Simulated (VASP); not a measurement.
Set up this calculation in VASP 6.6.1, as the native input.

| Property | Result |
| --- | --- |
| Task | single point |
| Functional | PBE |
| Potentials or basis | VASP PAW PBE potentials, release 64 (As, Mn_pv) |
| Cutoff | 520 eV |
| k mesh | 8 × 8 × 5 |
| Occupations | fermi-dirac, width 0.05 eV |
| Spin | collinear spin, ferromagnetic start |
| Starting moments | [0.0, 0.0, 4.0, 4.0] μB |
| Dipole correction | no |
| Further INCAR settings | ALGO = Normal; EDIFF = 1e-06; NBANDS = 30 |

The structure of MnAs lies in POSCAR:

```
MnAs
1.0
    3.7827635712      0.0000000000      0.0000000000
   -1.8913817856      3.2759693491      0.0000000000
    0.0000000000      0.0000000000      5.8026165724
As Mn
2 2
Direct
    0.6666666667      0.3333333333      0.7500000000
    0.3333333333      0.6666666667      0.2500000000
    0.0000000000      0.0000000000      0.5000000000
    0.0000000000      0.0000000000      0.0000000000
```

One way to write it, as run:

INCAR

```
PREC = Accurate
ENCUT = 520
EDIFF = 1E-6
ISMEAR = -1
SIGMA = 0.05
LREAL = F
LASPH = T
NELM = 150
ALGO = Normal
ISIF = 2
LWAVE = F
LCHARG = F
ISPIN = 2
MAGMOM = 0 0 4 4
LORBIT = 11
LMAXMIX = 4
GGA = PE
NBANDS = 30
```

KPOINTS

```
regular mesh
0
Gamma
  8 8 5
```

Potentials or basis: VASP PAW PBE potentials, release 64 (As, Mn_pv).

Launch:

```sh
$ cat potpaw_PBE.64/As/POTCAR potpaw_PBE.64/Mn_pv/POTCAR > POTCAR
$ mpirun -np 1 vasp_std > vasp.out
```

Results of the run:

```
Pressure                                              : -6.1 GPa
Net moment                                            : 6.73 μB per cell
Site moments                                          : As -0.13; Mn +3.42 μB
Valence electrons inside the program's atomic spheres : As 2.76; Mn 11.50
```

Caveat: the cell stands under tension; only a ferromagnetic start was run, and an antiferromagnetic order may lie lower in energy.

Wall time 4.1 min on 1 thread of AMD EPYC 7R43 64-Core Processor (Zen 3), on a shared host, peak memory 0.24 GiB.
